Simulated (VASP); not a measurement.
# InP in VASP: further runs, part 2 of 2

VASP 6.6.1. The steps go on from the part before.

### Step 4. Single point, PBE (z stretched by +3 % at fixed volume)

INCAR reads:

```
SYSTEM = InP
  ALGO = Normal
  EDIFF = 1E-7
  ENCUT = 520
  GGA = PE
  ISIF = 2
  ISMEAR = -1
  LASPH = .True.
  LCHARG = .False.
  LREAL = .False.
  LWAVE = .False.
  NBANDS = 16
  NELM = 80
  PREC = Accurate
  SIGMA = 0.03
```

KPOINTS reads:

```
k-points
0
Gamma
  11 11 11
  0 0 0
```

POSCAR reads:

```
InP
1.0
    0.0000000000      2.8875074498      3.0184150000
    2.8875074498      0.0000000000      3.0184150000
    2.8875074498      2.8875074498      0.0000000000
In P
1 1
Direct
    0.0000000000      0.0000000000      0.0000000000
    0.7500000000      0.7500000000      0.7500000000
```

Potentials or basis: VASP PAW PBE potentials, release 64 (In_d, P).

Run with:

```sh
cat potpaw_PBE.64/In_d/POTCAR potpaw_PBE.64/P/POTCAR > POTCAR
mpirun -np 1 vasp_std > vasp.out
```

OUTCAR:

```text
SYSTEM = InP
   EDIFF = 1E-7
   ENCUT = 520
   GGA = PE
   ISIF = 2
   ISMEAR = -1
   LASPH = .True.
   LREAL = .False.
   NELM = 80
   PREC = Accurate

 ion  position               nearest neighbor table
   1  0.000  0.000  0.000-   2 2.54   2 2.54   2 2.54   2 2.54
   2  0.750  0.750  0.750-   1 2.54   1 2.54   1 2.54   1 2.54

  LATTYP: Found a body centered tetragonal cell.
 ALAT       =     4.0835521970
 C/A-ratio  =     1.4783281097

  Lattice vectors:

 A1 = (  -2.8875074498,   0.0000000000,   3.0184150000)
 A2 = (   2.8875074498,   0.0000000000,   3.0184150000)
 A3 = (   0.0000000000,   2.8875074498,  -3.0184150000)

Analysis of symmetry for initial positions (statically):
=====================================================================
 Subroutine PRICEL returns:
 Original cell was already a primitive cell.

 Routine SETGRP: Setting up the symmetry group for a
 body centered tetragonal supercell.

 Subroutine GETGRP returns: Found  8 space group operations
 (whereof  8 operations were pure point group operations)
 out of a pool of 16 trial point group operations.

The static configuration has the point symmetry D_2d.

Analysis of symmetry for dynamics (positions and initial velocities):
=====================================================================
 Subroutine PRICEL returns:
 Original cell was already a primitive cell.

 Routine SETGRP: Setting up the symmetry group for a
 body centered tetragonal supercell.

 Subroutine GETGRP returns: Found  8 space group operations
 (whereof  8 operations were pure point group operations)
 out of a pool of 16 trial point group operations.

The dynamic configuration has the point symmetry D_2d.

 Subroutine INISYM returns: Found  8 space group operations
 (whereof  8 operations are pure point group operations),
 and found     1 'primitive' translations

----------------------------------------------------------------------------------------

                                     Primitive cell
[... 110 lines left out ...]
     AMIX     =   0.40;   BMIX     =  1.00
     AMIX_MAG =   1.60;   BMIX_MAG =  1.00
  volume/ion in A,a.u.               =      25.17       169.83
  Fermi-wavevector in a.u.,A,eV,Ry     =   1.162021  2.195901 18.371846  1.350293
  Thomas-Fermi vector in A             =   2.298587
   LORBIT       =      0    0 simple, 1 ext, 2 COOP (PROOUT), +10 PAW based schemes
   GGA     = PE    functional components
   LHFCALC =     F    Hartree Fock is set to
   AEXX    =    0.0000 exact exchange contribution
   IVDW    =     0    specifies the selected vdW correction
   LEPSILON=     F    determine dielectric tensor
   LRPA    =     F    only Hartree local field effects (RPA)
 non-spin polarized calculation
  energy-cutoff  :      520.00
  volume of cell :       50.33
 maximum number of plane-waves:      1379
   NGX = 15   NGY = 15   NGZ = 15

 number of electron      18.0000004 magnetization

 Free energy of the ion-electron system (eV)
  ---------------------------------------------------
  ext. energy  EPLUGINS =         0.00000000
  ---------------------------------------------------
  free energy    TOTEN  =        -8.37403094 eV

  energy without entropy =       -8.37403089  energy(sigma->0) =       -8.37403092

 E-fermi :   5.5890     XC(G=0):  -9.2854

 val. band max:        5.2613558952   @ k =   0.0000   0.0000   0.0000
 cond. band min:       5.8894910582   @ k =   0.0000   0.0000   0.0000
 fundamental gap:      0.6281351630
 Fermi energy:         5.5890358124

 k-point     1 :       0.0000    0.0000    0.0000
  band No.  band energies     occupation
      1      -9.0113      2.00000
      2      -8.9906      2.00000
      3      -8.9906      2.00000
      4      -8.8490      2.00000
      5      -8.8445      2.00000
      6      -6.3244      2.00000
[... 433 lines left out ...]
      3      -8.9603      2.00000
      4      -8.8575      2.00000
      5      -8.8328      2.00000
      6      -5.3719      2.00000
[... 8 lines left out ...]
     15      15.1184      0.00000
     16      16.0410      0.00000

 [... further k-points ...]

------------------------ aborting loop because EDIFF is reached ----------------------------------------

  FORCE on cell =-STRESS in cart. coord.  units (eV):
  Direction    XX          YY          ZZ          XY          YZ          ZX
  --------------------------------------------------------------------------------------
  -------------------------------------------------------------------------------------
  Total        1.2196917      1.2196917      0.6124877      0.0000000      0.0000000      0.0000000
  in kB       38.8244661     38.8244661     19.4963272      0.0000000      0.0000000      0.0000000
  external PRESSURE =      32.3817532 kB  Pullay stress =       0.0000000 kB

 VOLUME and BASIS-vectors are now :
 -----------------------------------------------------------------------------
  energy-cutoff  :      520.00
  volume of cell :       50.33
      direct lattice vectors                 reciprocal lattice vectors
     0.000000000  2.887507450  3.018415000    -0.173159726  0.173159726  0.165649853
     2.887507450  0.000000000  3.018415000     0.173159726 -0.173159726  0.165649853
     2.887507450  2.887507450  0.000000000     0.173159726  0.173159726 -0.165649853

 POSITION                                       TOTAL-FORCE (eV/Angst)
 -----------------------------------------------------------------------------------
      0.00000      0.00000      0.00000         0.000000      0.000000      0.000000
      4.33126      4.33126      4.52762        -0.000000     -0.000000     -0.000000
 -----------------------------------------------------------------------------------
    total drift:                               -0.000003     -0.000003     -0.000002

  FREE ENERGIE OF THE ION-ELECTRON SYSTEM (eV)
  ---------------------------------------------------
  free  energy   TOTEN  =        -8.3740309397 eV

  energy  without entropy=       -8.3740308921  energy(sigma->0) =       -8.37403092
```

stdout:

```text
POSCAR found type information on POSCAR InP
 POSCAR found :  2 types and       2 ions
 scaLAPACK will be used
 LDA part: xc-table for (Slater+PW92), standard interpolation
 POSCAR, INCAR and KPOINTS ok, starting setup
 FFT: planning ... GRIDC
 FFT: planning ... GRID_SOFT
 FFT: planning ... GRID
 WAVECAR not read
 entering main loop
```

Run time: 39 s. Hardware: 1 thread of Intel Xeon 6975P-C (Granite Rapids), shared host; peak memory 0.24 GiB.

Results:

- Free energy: -8.3740 eV
- Pressure: 3.2 GPa
- Band gap on the k mesh: 0.63 eV, direct

Levels at points of the mesh, in eV from the valence-band top:
| k point | band 6 | band 7 | band 8 | band 9 | band 10 | band 11 | band 12 | band 13 |
| --- | --- | --- | --- | --- | --- | --- | --- | --- |
| (0.00, 0.00, 0.00) | -11.59 | -0.22 | 0.00 | 0.00 | 0.63 | 4.01 | 4.01 | 4.08 |

Caveat: spin-orbit coupling is left out, which moves the levels of the heavy elements.

### Step 5. Single point, PBE

INCAR reads:

```
  ALGO = Normal
  EDIFF = 1E-6
  ENCUT = 520
  GGA = PE
  ISIF = 2
  ISMEAR = -1
  ISYM = 0
  LASPH = T
  LCHARG = T
  LELF = T
  LREAL = F
  LVHAR = T
  LWAVE = F
  NBANDS = 16
  NELM = 100
  PREC = Accurate
  SIGMA = 0.03
```

KPOINTS reads:

```
Automatic mesh
0
Gamma
  8 8 8
  0.5 0.5 0.5
```

POSCAR reads:

```
InP
1.0
    0.0000000000      2.9305000000      2.9305000000
    2.9305000000      0.0000000000      2.9305000000
    2.9305000000      2.9305000000      0.0000000000
In P
1 1
Direct
    0.0000000000      0.0000000000      0.0000000000
    0.7500000000      0.7500000000      0.7500000000
```

Potentials or basis: VASP PAW PBE potentials, release 64 (In_d, P).

Run with:

```sh
cat potpaw_PBE.64/In_d/POTCAR potpaw_PBE.64/P/POTCAR > POTCAR
mpirun -np 1 vasp_std > vasp.out
```

OUTCAR:

```text
EDIFF = 1E-6
   ENCUT = 520
   GGA = PE
   ISIF = 2
   ISMEAR = -1
   ISYM = 0
   LASPH = T
   LREAL = F
   NELM = 100
   PREC = Accurate

 ion  position               nearest neighbor table
   1  0.000  0.000  0.000-   2 2.54   2 2.54   2 2.54   2 2.54
   2  0.750  0.750  0.750-   1 2.54   1 2.54   1 2.54   1 2.54

IMPORTANT INFORMATION: All symmetrisations will be switched off!
NOSYMM: (Re-)initialisation of all symmetry stuff for point group C_1.

----------------------------------------------------------------------------------------

                                     Primitive cell

  volume of cell :      50.3333

  direct lattice vectors                    reciprocal lattice vectors
     0.000000000  2.930500000  2.930500000    -0.170619348  0.170619348  0.170619348
     2.930500000  0.000000000  2.930500000     0.170619348 -0.170619348  0.170619348
     2.930500000  2.930500000  0.000000000     0.170619348  0.170619348 -0.170619348

  length of vectors
     4.144352845  4.144352845  4.144352845     0.295521380  0.295521380  0.295521380

  position of ions in fractional coordinates (direct lattice)
     0.000000000  0.000000000  0.000000000
[... 119 lines left out ...]
  ext. energy  EPLUGINS =         0.00000000
  ---------------------------------------------------
  free energy    TOTEN  =        -8.38296839 eV

  energy without entropy =       -8.38296839  energy(sigma->0) =       -8.38296839

 E-fermi :   5.7631     XC(G=0):  -9.2838

 val. band max:        5.1363643979   @ k =   0.0000   0.0625   0.0000
 cond. band min:       6.3717307119   @ k =   0.0625   0.0000   0.0000
 fundamental gap:      1.2353663141
 Fermi energy:         5.7630986202

 k-point     1 :       0.0625    0.0625    0.0625
  band No.  band energies     occupation
      1      -9.0016      2.00000
      2      -8.9946      2.00000
      3      -8.9946      2.00000
      4      -8.8445      2.00000
      5      -8.8445      2.00000
      6      -6.2847      2.00000
[... 433 lines left out ...]
      3      -8.9670      2.00000
      4      -8.8450      2.00000
      5      -8.8376      2.00000
      6      -5.5109      2.00000
[... 8 lines left out ...]
     15      14.1991      0.00000
     16      14.7177      0.00000

 [... further k-points ...]
[... 5 lines left out ...]
  --------------------------------------------------------------------------------------
  -------------------------------------------------------------------------------------
  Total        1.0322082      1.0322098      1.0322114      0.0000077      0.0000065      0.0000092
  in kB       32.8566064     32.8566581     32.8567097      0.0002457      0.0002057      0.0002928
  external PRESSURE =      32.8566581 kB  Pullay stress =       0.0000000 kB

 VOLUME and BASIS-vectors are now :
 -----------------------------------------------------------------------------
  energy-cutoff  :      520.00
  volume of cell :       50.33
      direct lattice vectors                 reciprocal lattice vectors
     0.000000000  2.930500000  2.930500000    -0.170619348  0.170619348  0.170619348
     2.930500000  0.000000000  2.930500000     0.170619348 -0.170619348  0.170619348
     2.930500000  2.930500000  0.000000000     0.170619348  0.170619348 -0.170619348

 POSITION                                       TOTAL-FORCE (eV/Angst)
 -----------------------------------------------------------------------------------
      0.00000      0.00000      0.00000         0.000001      0.000000      0.000001
      4.39575      4.39575      4.39575        -0.000001     -0.000000     -0.000001
 -----------------------------------------------------------------------------------
    total drift:                               -0.000003     -0.000003     -0.000001

  FREE ENERGIE OF THE ION-ELECTRON SYSTEM (eV)
  ---------------------------------------------------
  free  energy   TOTEN  =        -8.3829683866 eV

  energy  without entropy=       -8.3829683866  energy(sigma->0) =       -8.38296839
```

OSZICAR:

```text
N       E                     dE             d eps       ncg     rms          rms(c)
DAV:   1     0.112272942296E+03    0.11227E+03   -0.84268E+03 33024   0.125E+03
DAV:   2    -0.121722344604E+01   -0.11349E+03   -0.10850E+03 36312   0.301E+02
DAV:   3    -0.860129287990E+01   -0.73841E+01   -0.73484E+01 42872   0.750E+01
DAV:   4    -0.879466309500E+01   -0.19337E+00   -0.19331E+00 42008   0.131E+01
DAV:   5    -0.880420089020E+01   -0.95378E-02   -0.95376E-02 49320   0.250E+00    0.569E+00
DAV:   6    -0.841104014424E+01    0.39316E+00   -0.61922E-01 52960   0.129E+01    0.342E+00
DAV:   7    -0.838177314640E+01    0.29267E-01   -0.16185E-01 47016   0.320E+00    0.126E+00
DAV:   8    -0.838212988249E+01   -0.35674E-03   -0.15717E-02 40824   0.148E+00    0.332E-01
DAV:   9    -0.838274218891E+01   -0.61231E-03   -0.13067E-03 42464   0.384E-01    0.158E-01
DAV:  10    -0.838289350474E+01   -0.15132E-03   -0.25364E-04 50432   0.212E-01    0.104E-01
DAV:  11    -0.838296888223E+01   -0.75377E-04   -0.11789E-04 41056   0.957E-02    0.433E-02
DAV:  12    -0.838296838663E+01    0.49560E-06   -0.79899E-06 39224   0.285E-02
   1 F= -.83829684E+01 E0= -.83829684E+01  d E =-.168620E-10
```

stdout:

```text
POSCAR found type information on POSCAR InP
 POSCAR found :  2 types and       2 ions
 scaLAPACK will be used
 LDA part: xc-table for (Slater+PW92), standard interpolation
 POSCAR, INCAR and KPOINTS ok, starting setup
 FFT: planning ... GRIDC
 FFT: planning ... GRID_SOFT
 FFT: planning ... GRID
 WAVECAR not read
 entering main loop
```

It took 4.7 min on 1 thread of Intel Xeon 6975P-C (Granite Rapids), shared host; peak memory 0.83 GiB.

What came out:

```yaml
Free_energy: -8.3830 eV
Pressure: 3.3 GPa
Band_gap_on_the_k_mesh: 1.24 eV, direct
```

Caveat: spin-orbit coupling is left out, which moves the levels of the heavy elements. A k mesh can miss the band edges.

### Step 6. Summary

| cell | k mesh | gap on the mesh (eV) | pressure (GPa) |
| --- | --- | --- | --- |
| a = 4.144 Å, angles 60.0°, 2 atoms | 8 × 8 × 8 | 0.71 | 3.3 |
| a = 4.144 Å, angles 60.0°, 2 atoms | 15 × 15 × 15 | 0.71 | 3.3 |
| a = 4.177, b = 4.177, c = 4.084 Å, angles 60.7, 60.7, 58.5°, 2 atoms | 11 × 11 × 11 | 0.63 | 3.2 |
| a = 4.144 Å, angles 60.0°, 2 atoms | 8 × 8 × 8, shifted | 1.24 | 3.3 |

Alike in all rows: task single point; level PBE; potentials or basis VASP PAW PBE potentials, release 64 (In_d, P); no spin polarisation; cutoff (eV) 520; smearing fermi-dirac 0.03 eV.

On the cell as given the gap runs from 0.71 eV (PBE) to 1.24 eV (PBE); the meshes differ, which moves gaps too.

Caveats: spin-orbit coupling is left out, which moves the levels of the heavy elements.

Absolute energies hang on the potentials; compare differences alone.
